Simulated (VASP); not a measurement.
# TaGaMo3 (P6_3/mmc) in VASP: notebook

The runs below take TaGaMo3 through single point, relaxation of cell and atoms, with PBE.

Everything below comes from runs of VASP 6.6.1. Logs are shortened: lines on timing, memory, paths and dates and some standing lists are left out, and cuts for length are marked.

## Step 1: The cell of the first run

The structure is hexagonal, space group P6_3/mmc (No. 194). The conventional cell has a = 5.891 Å, b = 5.891 Å, c = 7.078 Å, α = 90.00°, β = 90.00°, γ = 120.00°. Within 4.5 Å of Ta (site symmetry -6m2) lie 3 Ga at 3.40 Å and 12 Mo at 3.44 Å and 2 Ta at 3.54 Å. Ga (site symmetry -6m2) has 6 Mo at 2.45 Å within 3.2 Å. Within 3.2 Å of Mo (site symmetry 2/m) lie 2 Ga at 2.45 Å and 4 Mo at 2.95 Å.

The cell was generated, and may not be a known phase.

## Step 2: Single point, PBE

The input, INCAR:

```
SYSTEM = TaGaMo3
PREC = Accurate
ENCUT = 520
EDIFF = 1E-6
ISMEAR = 0
SIGMA = 0.1
LREAL = .FALSE.
LASPH = .TRUE.
NELM = 80
ALGO = Fast
ISIF = 2
LWAVE = .FALSE.
LCHARG = .FALSE.
GGA = PE
NBANDS = 77
```

The input, KPOINTS:

```
regular mesh
0
G
  3 3 4
  0 0 0
```

The input, POSCAR:

```
TaGaMo3
1.0
    5.8914103100      0.0000000000      0.0000000000
   -2.9457051500      5.1021109900      0.0000000000
    0.0000000000      0.0000000000      7.0777171800
Ta Ga Mo
2 2 6
Direct
    0.0000000000      0.0000000000      0.2500000000
    0.0000000000      0.0000000000      0.7500000000
    0.3333333300      0.6666666700      0.2500000000
    0.6666666700      0.3333333300      0.7500000000
    0.5000000000      0.0000000000      0.0000000000
    0.0000000000      0.5000000000      0.0000000000
    0.5000000000      0.5000000000      0.0000000000
    0.5000000000      0.0000000000      0.5000000000
    0.0000000000      0.5000000000      0.5000000000
    0.5000000000      0.5000000000      0.5000000000
```

Potentials or basis: VASP PAW PBE potentials, release 64 (Ta_pv, Ga_d, Mo_sv).

Command:

```
cat potpaw_PBE.64/Ta_pv/POTCAR potpaw_PBE.64/Ga_d/POTCAR potpaw_PBE.64/Mo_sv/POTCAR > POTCAR
mpirun -np 1 vasp_std > vasp.out
```

OUTCAR:

```text
SYSTEM = TaGaMo3
   PREC = Accurate
   ENCUT = 520
   EDIFF = 1E-6
   ISMEAR = 0
   LREAL = .FALSE.
   LASPH = .TRUE.
   NELM = 80
   ISIF = 2
   GGA = PE

 ion  position               nearest neighbor table
   1  0.000  0.000  0.250-   6 3.44   9 3.44   6 3.44   9 3.44   8 3.44   5 3.44   5 3.44   8 3.44
                             7 3.44  10 3.44   7 3.44  10 3.44   2 3.54   2 3.54
   2  0.000  0.000  0.750-   6 3.44   9 3.44   6 3.44   9 3.44   8 3.44   5 3.44   5 3.44   8 3.44
                             7 3.44  10 3.44   7 3.44  10 3.44   1 3.54   1 3.54
   3  0.333  0.667  0.250-   5 2.45   8 2.45   6 2.45   9 2.45   7 2.45  10 2.45
   4  0.667  0.333  0.750-   5 2.45   8 2.45   6 2.45   9 2.45   7 2.45  10 2.45
   5  0.500  0.000  0.000-   3 2.45   4 2.45   7 2.95   7 2.95   6 2.95   6 2.95   1 3.44   1 3.44
                             2 3.44   2 3.44
   6  0.000  0.500  0.000-   3 2.45   4 2.45   7 2.95   7 2.95   5 2.95   5 2.95   1 3.44   2 3.44
                             1 3.44   2 3.44
   7  0.500  0.500  0.000-   3 2.45   4 2.45   5 2.95   5 2.95   6 2.95   6 2.95   1 3.44   2 3.44
                             1 3.44   2 3.44
   8  0.500  0.000  0.500-   3 2.45   4 2.45  10 2.95  10 2.95   9 2.95   9 2.95   1 3.44   1 3.44
                             2 3.44   2 3.44
   9  0.000  0.500  0.500-   3 2.45   4 2.45  10 2.95  10 2.95   8 2.95   8 2.95   1 3.44   2 3.44
                             1 3.44   2 3.44
  10  0.500  0.500  0.500-   3 2.45   4 2.45   8 2.95   8 2.95   9 2.95   9 2.95   1 3.44   2 3.44
                             1 3.44   2 3.44

  LATTYP: Found a hexagonal cell.
 ALAT       =     5.8914103100
 C/A-ratio  =     1.2013621200

  Lattice vectors:

 A1 = (   5.8914103100,   0.0000000000,   0.0000000000)
 A2 = (  -2.9457051500,   5.1021109900,   0.0000000000)
 A3 = (   0.0000000000,   0.0000000000,   7.0777171800)

Analysis of symmetry for initial positions (statically):
=====================================================================
 Subroutine PRICEL returns:
 Original cell was already a primitive cell.

 Routine SETGRP: Setting up the symmetry group for a
 hexagonal supercell.

 Subroutine GETGRP returns: Found 24 space group operations
 (whereof 12 operations were pure point group operations)
 out of a pool of 24 trial point group operations.

The static configuration has the point symmetry D_3d.
 The point group associated with its full space group is D_6h.

Analysis of symmetry for dynamics (positions and initial velocities):
=====================================================================
 Subroutine PRICEL returns:
 Original cell was already a primitive cell.

 Routine SETGRP: Setting up the symmetry group for a
 hexagonal supercell.

 Subroutine GETGRP returns: Found 24 space group operations
 (whereof 12 operations were pure point group operations)
 out of a pool of 24 trial point group operations.

The dynamic configuration has the point symmetry D_3d.
 The point group associated with its full space group is D_6h.

 Subroutine INISYM returns: Found 24 space group operations
 (whereof 12 operations are pure point group operations),
 and found     1 'primitive' translations

----------------------------------------------------------------------------------------

                                     Primitive cell

  volume of cell :     212.7465

  direct lattice vectors                    reciprocal lattice vectors
     5.891410310  0.000000000  0.000000000     0.169738644  0.097998652  0.000000000
    -2.945705150  5.102110990  0.000000000     0.000000000  0.195997304  0.000000000
     0.000000000  0.000000000  7.077717180     0.000000000  0.000000000  0.141288494

  length of vectors
     5.891410310  5.891410305  7.077717180     0.195997304  0.195997304  0.141288494

  position of ions in fractional coordinates (direct lattice)
     0.000000000  0.000000000  0.250000000
     0.000000000  0.000000000  0.750000000
     0.333333330  0.666666670  0.250000000
     0.666666670  0.333333330  0.750000000
     0.500000000  0.000000000  0.000000000
     0.000000000  0.500000000  0.000000000
     0.500000000  0.500000000  0.000000000
     0.500000000  0.000000000  0.500000000
     0.000000000  0.500000000  0.500000000
     0.500000000  0.500000000  0.500000000

  ion indices of the primitive-cell ions
   primitive index   ion index
                 1           1
                 2           2
                 3           3
                 4           4
                 5           5
                 6           6
                 7           7
                 8           8
                 9           9
                10          10

----------------------------------------------------------------------------------------

 KPOINTS: regular mesh

Automatic generation of k-mesh.
 Grid dimensions read from file:
 generate k-points for:    3    3    4

 Generating k-lattice:

  Cartesian coordinates                     Fractional coordinates (reciprocal lattice)
     0.056579548  0.032666217  0.000000000     0.333333333  0.000000000  0.000000000
     0.000000000  0.065332435  0.000000000     0.000000000  0.333333333  0.000000000
     0.000000000  0.000000000  0.035322123     0.000000000  0.000000000  0.250000000

  Length of vectors
     0.065332435  0.065332435  0.035322123

  Shift w.r.t. Gamma in fractional coordinates (k-lattice)
     0.000000000  0.000000000  0.000000000

 Subroutine IBZKPT returns following result:
 ===========================================

 Found      9 irreducible k-points:

 Following reciprocal coordinates:
            Coordinates               Weight
  0.000000  0.000000  0.000000      1.000000
  0.333333 -0.000000  0.000000      6.000000
  0.333333  0.333333  0.000000      2.000000
  0.000000  0.000000  0.250000      2.000000
  0.333333 -0.000000  0.250000     12.000000
  0.333333  0.333333  0.250000      4.000000
  0.000000  0.000000  0.500000      1.000000
  0.333333 -0.000000  0.500000      6.000000
  0.333333  0.333333  0.500000      2.000000
   k-points           NKPTS =      9   k-points in BZ     NKDIM =      9   number of bands    NBANDS=     77
   number of dos      NEDOS =    301   number of ions     NIONS =     10
   total plane-waves  NPLWV = 124416
   dimension x,y,z NGX =    48 NGY =   48 NGZ =   54
   dimension x,y,z NGXF=    96 NGYF=   96 NGZF=  108
   ions per type =               2   2   6
   NGX,Y,Z   is equivalent  to a cutoff of  13.54, 13.54, 12.68 a.u.
   NGXF,Y,Z  is equivalent  to a cutoff of  27.09, 27.09, 25.37 a.u.
 SYSTEM =  TaGaMo3
   PREC   = accura    normal or accurate (medium, high low for compatibility)
   ISTART =      0    job   : 0-new  1-cont  2-samecut
   ICHARG =      2    charge: 1-file 2-atom 10-const
   ISPIN  =      1    spin polarized calculation?
   LNONCOLLINEAR =      F non collinear calculations
   LSORBIT =      F    spin-orbit coupling
   LASPH  =      T    aspherical Exc in radial PAW
   ENCUT  =  520.0 eV  38.22 Ry    6.18 a.u.  10.95 10.95 13.16*2*pi/ulx,y,z
   NELM   =     80;   NELMIN=  2; NELMDL= -5     # of ELM steps
   EDIFF  = 0.1E-05   stopping-criterion for ELM
   LREAL  =      F    real-space projection
   EDIFFG = 0.1E-04   stopping-criterion for IOM
   NSW    =      0    number of steps for IOM
   IBRION =     -1    ionic relax: 0-MD 1-quasi-New 2-CG
   NFREE  =      0    steps in history (QN), initial steepest desc. (CG)
   ISIF   =      2    stress and relaxation
   ISYM   =      2    0-nonsym 1-usesym 2-fastsym
   POTIM  = 0.5000    time-step for ionic-motion
   TEBEG  =    0.0;   TEEND  =   0.0 temperature during run
   PSTRESS=    0.0 pullay stress
   NELECT =     132.0000    total number of electrons
   NUPDOWN=      -1.0000    fix difference up-down
   EMIN   =  10.00;   EMAX   =-10.00  energy-range for DOS
   EFERMI =   0.00;   METHOD = LEGACY
   ISMEAR =     0;   SIGMA  =   0.10  broadening in eV -4-tet -1-fermi 0-gaus
   EFERMI_NEDOS =   21; number of points for ismear=-14 and -15
   IALGO  =     68    algorithm
   IMIX   =      4    mixing-type and parameters
     AMIX     =   0.40;   BMIX     =  1.00
     AMIX_MAG =   1.60;   BMIX_MAG =  1.00
  volume/ion in A,a.u.               =      21.27       143.57
  Fermi-wavevector in a.u.,A,eV,Ry     =   1.396300  2.638624 26.526642  1.949653
  Thomas-Fermi vector in A             =   2.519668
   LORBIT       =      0    0 simple, 1 ext, 2 COOP (PROOUT), +10 PAW based schemes
   GGA     = PE    functional components
   LHFCALC =     F    Hartree Fock is set to
   AEXX    =    0.0000 exact exchange contribution
   IVDW    =     0    specifies the selected vdW correction
   LEPSILON=     F    determine dielectric tensor
   LRPA    =     F    only Hartree local field effects (RPA)
 non-spin polarized calculation
 RMM-DIIS sequential band-by-band and
 Gauss-broadening in eV      SIGMA  =   0.10
  energy-cutoff  :      520.00
  volume of cell :      212.75
 maximum number of plane-waves:      5742
 NGX is ok and might be reduce to    48
   NGX = 21   NGY = 21   NGZ = 27

 number of electron     132.0000010 magnetization

 Free energy of the ion-electron system (eV)
  ---------------------------------------------------
  ext. energy  EPLUGINS =         0.00000000
  ---------------------------------------------------
  free energy    TOTEN  =       -82.66993556 eV

  energy without entropy =      -82.61870605  energy(sigma->0) =      -82.64432081

 E-fermi :   6.6008     XC(G=0): -11.3879

 val. band max:        6.5766190816   @ k =   0.3333  -0.0000   0.2500
 cond. band min:       6.6278678750   @ k =   0.3333   0.3333   0.0000
 fundamental gap:      0.0512487934
 Fermi energy:         6.6008193966

 k-point     1 :       0.0000    0.0000    0.0000
  band No.  band energies     occupation
      1     -54.4879      2.00000
      2     -54.4834      2.00000
      3     -54.4197      2.00000
      4     -54.4197      2.00000
      5     -54.4156      2.00000
      6     -54.4156      2.00000
[... 69 lines left out ...]
     76       8.0102      0.00000
     77       8.4073      0.00000

 k-point     2 :       0.3333   -0.0000    0.0000
  band No.  band energies     occupation
      1     -54.4736      2.00000
      2     -54.4691      2.00000
      3     -54.4342      2.00000
      4     -54.4300      2.00000
      5     -54.4197      2.00000
      6     -54.4157      2.00000
[... 69 lines left out ...]
     76       8.1848      0.00000
     77       8.2652      0.00000

 k-point     3 :       0.3333    0.3333    0.0000
  band No.  band energies     occupation
      1     -54.4539      2.00000
      2     -54.4539      2.00000
      3     -54.4496      2.00000
      4     -54.4496      2.00000
      5     -54.4197      2.00000
      6     -54.4157      2.00000
[... 69 lines left out ...]
     76       8.1206      0.00000
     77       8.2690      0.00000

 k-point     4 :       0.0000    0.0000    0.2500
  band No.  band energies     occupation
      1     -54.4873      2.00000
      2     -54.4840      2.00000
      3     -54.4191      2.00000
      4     -54.4191      2.00000
      5     -54.4162      2.00000
      6     -54.4162      2.00000
[... 69 lines left out ...]
     76       7.9729      0.00000
     77       7.9849      0.00000

 k-point     5 :       0.3333   -0.0000    0.2500
  band No.  band energies     occupation
      1     -54.4729      2.00000
      2     -54.4698      2.00000
      3     -54.4336      2.00000
      4     -54.4307      2.00000
      5     -54.4191      2.00000
      6     -54.4163      2.00000
[... 69 lines left out ...]
     76       7.9832      0.00000
     77       8.1689      0.00000

 k-point     6 :       0.3333    0.3333    0.2500
  band No.  band energies     occupation
      1     -54.4533      2.00000
      2     -54.4533      2.00000
      3     -54.4502      2.00000
      4     -54.4502      2.00000
      5     -54.4191      2.00000
      6     -54.4163      2.00000
[... 69 lines left out ...]
     76       7.9457      0.00000
     77       8.0418      0.00000

 k-point     7 :       0.0000    0.0000    0.5000
  band No.  band energies     occupation
      1     -54.4857      2.00000
      2     -54.4857      2.00000
      3     -54.4177      2.00000
      4     -54.4177      2.00000
      5     -54.4177      2.00000
      6     -54.4177      2.00000
[... 69 lines left out ...]
     76       7.7766      0.00000
     77       7.7770      0.00000

 k-point     8 :       0.3333   -0.0000    0.5000
  band No.  band energies     occupation
      1     -54.4714      2.00000
      2     -54.4714      2.00000
      3     -54.4321      2.00000
      4     -54.4321      2.00000
      5     -54.4177      2.00000
      6     -54.4177      2.00000
[... 69 lines left out ...]
     76       7.8034      0.00000
     77       7.9071      0.00000

 k-point     9 :       0.3333    0.3333    0.5000
  band No.  band energies     occupation
      1     -54.4519      2.00000
      2     -54.4519      2.00000
      3     -54.4517      2.00000
      4     -54.4517      2.00000
      5     -54.4177      2.00000
      6     -54.4177      2.00000
[... 69 lines left out ...]
     76       7.8728      0.00000
     77       7.8906      0.00000

------------------------ aborting loop because EDIFF is reached ----------------------------------------

  FORCE on cell =-STRESS in cart. coord.  units (eV):
  Direction    XX          YY          ZZ          XY          YZ          ZX
  --------------------------------------------------------------------------------------
  -------------------------------------------------------------------------------------
  Total      -32.5187922    -32.5187922     -4.8339032     -0.0000000      0.0000000      0.0000000
  in kB     -244.8965192   -244.8965189    -36.4037530     -0.0000002      0.0000000      0.0000000
  external PRESSURE =    -175.3989304 kB  Pullay stress =       0.0000000 kB

 VOLUME and BASIS-vectors are now :
 -----------------------------------------------------------------------------
  energy-cutoff  :      520.00
  volume of cell :      212.75
      direct lattice vectors                 reciprocal lattice vectors
     5.891410310  0.000000000  0.000000000     0.169738644  0.097998652  0.000000000
    -2.945705150  5.102110990  0.000000000     0.000000000  0.195997304  0.000000000
     0.000000000  0.000000000  7.077717180     0.000000000  0.000000000  0.141288494

 POSITION                                       TOTAL-FORCE (eV/Angst)
 -----------------------------------------------------------------------------------
      0.00000      0.00000      1.76943        -0.000000      0.000000      0.000000
      0.00000      0.00000      5.30829        -0.000000     -0.000000      0.000000
     -0.00000      3.40141      1.76943         0.000000     -0.000000     -0.000000
      2.94571      1.70070      5.30829        -0.000000      0.000000     -0.000000
      2.94571      0.00000      0.00000        -0.000000      0.000000      0.000000
     -1.47285      2.55106      0.00000        -0.000000      0.000000      0.000000
      1.47285      2.55106      0.00000        -0.000000      0.000000      0.000000
      2.94571      0.00000      3.53886        -0.000000      0.000000      0.000000
     -1.47285      2.55106      3.53886        -0.000000      0.000000      0.000000
      1.47285      2.55106      3.53886        -0.000000      0.000000      0.000000
 -----------------------------------------------------------------------------------
    total drift:                                0.000000      0.000000      0.000000

  FREE ENERGIE OF THE ION-ELECTRON SYSTEM (eV)
  ---------------------------------------------------
  free  energy   TOTEN  =       -82.6699355566 eV

  energy  without entropy=      -82.6187060535  energy(sigma->0) =      -82.64432081
```

Wall time 5.8 min (1 thread of Intel Xeon 6975P-C (Granite Rapids), shared host); peak memory 0.44 GiB.

What came out:

```
Free energy            : -82.6699 eV
Pressure               : -17.5 GPa
Band gap on the k mesh : zero (bands 66 and 67 overlap by 0.34 eV)
```

Levels at points of the mesh, in eV from the Fermi level:
```
           k point  band 62  band 63  band 64  band 65  band 66  band 67  band 68  band 69  band 70  band 71
(0.00, 0.00, 0.00)    -0.82    -0.82     0.15     0.15     0.32     0.51     0.54     0.54     0.88     0.89
(0.00, 0.00, 0.50)    -0.33    -0.33    -0.33    -0.14    -0.14     0.47     0.47     0.47     0.47     0.86
```

Caveat: the k points lie up to 0.41 Å⁻¹ apart; spin-orbit coupling is left out, which moves the levels of the heavy elements.

(Part 1 of 2 ends here.)

The gap in the log of VASP goes by the Fermi energy; the results here count the filled bands.